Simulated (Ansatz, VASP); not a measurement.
# Cd in VASP and in Ansatz

The input INCAR:

```
SYSTEM = Cd
PREC     = Accurate       ! precision mode
ENCUT    = 630            ! plane-wave cutoff, eV
EDIFF    = 1E-6           ! SCF threshold, eV
ISMEAR   = -1             ! smearing method
SIGMA    = 0.01           ! smearing width, eV
LREAL    = .False.        ! projectors in reciprocal space
LASPH    = .True.         ! aspherical terms in the spheres
NELM     = 120            ! most SCF steps
ALGO     = Normal         ! electronic algorithm
ISIF     = 2              ! what is computed and relaxed
LWAVE    = .False.        ! write WAVECAR
LCHARG   = .False.        ! write CHGCAR
NBANDS   = 27             ! bands
GGA_COMPAT= .False.
```

Contents of KPOINTS:

```
Automatic mesh
0
Gamma
  13 13 6
  0 0 0
```

The input POSCAR:

```
Cd
1.0
    2.8818641727      0.0000000000      0.0000000000
   -1.4409320863      2.4957675838      0.0000000000
    0.0000000000      0.0000000000      5.6383707528
Cd
2
Direct
    0.3333333333      0.6666666667      0.2500000000
    0.6666666667      0.3333333333      0.7500000000
```

Input for Ansatz:

```yaml
crystal:
  lattice:
    - [2.8818641727, 0.0, 0.0]
    - [-1.4409320863, 2.4957675838, 0.0]
    - [0.0, 0.0, 5.6383707528]
  atoms:
    - { symbol: Cd, position: [0.3333333333, 0.6666666667, 0.25] }
    - { symbol: Cd, position: [0.6666666667, 0.3333333333, 0.75] }
hamiltonian:
  xc: lda
  pseudopotentials:
    kind: paw
    azcp:
      Cd: "pseudopotentials/Cd.paw.azcp"
basis:
  ecutwfc: 420
  fft_grid_basis: typed
kpoints:
  mp_grid: { grid: [13, 13, 6], shift: [0, 0, 0] }
magnetization:
  spin_polarized: false
scf:
  occupations: { method: fermi_dirac, width: 0.01 }
  lower_state_search: "off"
output:
  stress: true
```

Alike in both runs: task single point; functional LDA; k mesh 13 × 13 × 6; occupations fermi-dirac, width 0.01 eV; no spin polarisation.

|  | VASP | Ansatz |
| --- | --- | --- |
| version | VASP 6.6.1 | Ansatz 0.2.0 |
| potentials or method | VASP PAW LDA potentials, release 64 (Cd_sv_GW), cutoff 630 eV | plane waves (420 eV) with PAW, scalar-relativistic |
| valence electrons in the cell | 40 | 40 |

Ansatz gave:

```
pressure (GPa)                                                : 0.0
traceless stress, the component that is largest in VASP (GPa) : -2.11
```

Task: Which values does VASP return?

Result: Pressure (GPa): 0.0; traceless stress, the component that is largest in VASP (GPa): -2.25.

Ansatz warns that its potentials were made for another functional, while VASP's fit it. LDA's correlation is that of Perdew and Zunger in VASP and of Perdew and Wang (1992) in Ansatz.
